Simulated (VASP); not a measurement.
A run of VASP 6.6.1:

INCAR

```
  PREC = Accurate
  ENCUT = 520
  EDIFF = 1E-7
  ISMEAR = 0
  SIGMA = 0.1
  LREAL = F
  LASPH = T
  NELM = 100
  ALGO = Normal
  ISIF = 2
  LWAVE = F
  LCHARG = F
  GGA = PE
  NBANDS = 34
```

The input KPOINTS:

```
regular mesh
0
Gamma
  4 4 4
```

POSCAR

```
FeSi
1.0
    4.4486189529      0.0000000000      0.0000000000
    0.0000000000      4.4486189529      0.0000000000
    0.0000000000      0.0000000000      4.4486189529
Fe Si
4 4
Direct
    0.1354784525      0.1354784525      0.1354784525
    0.3645215475      0.8645215475      0.6354784525
    0.6354784525      0.3645215475      0.8645215475
    0.8645215475      0.6354784525      0.3645215475
    0.8409290186      0.8409290186      0.8409290186
    0.6590709814      0.1590709814      0.3409290186
    0.3409290186      0.6590709814      0.1590709814
    0.1590709814      0.3409290186      0.6590709814
```

Potentials or basis: VASP PAW PBE potentials, release 64 (Fe, Si).

Command:

```bash
$ cat potpaw_PBE.64/Fe/POTCAR potpaw_PBE.64/Si/POTCAR > POTCAR
$ mpirun -np 1 vasp_std > vasp.out
```

Hardware: 1 thread of Intel Xeon 6975P-C (shared host).

Task: Estimate the wall time of this run.

Result: Run time: 38 s on 1 thread of Intel Xeon 6975P-C, on a shared host, peak memory 0.2 GiB. Counts: scf iterations 15, k points 11.
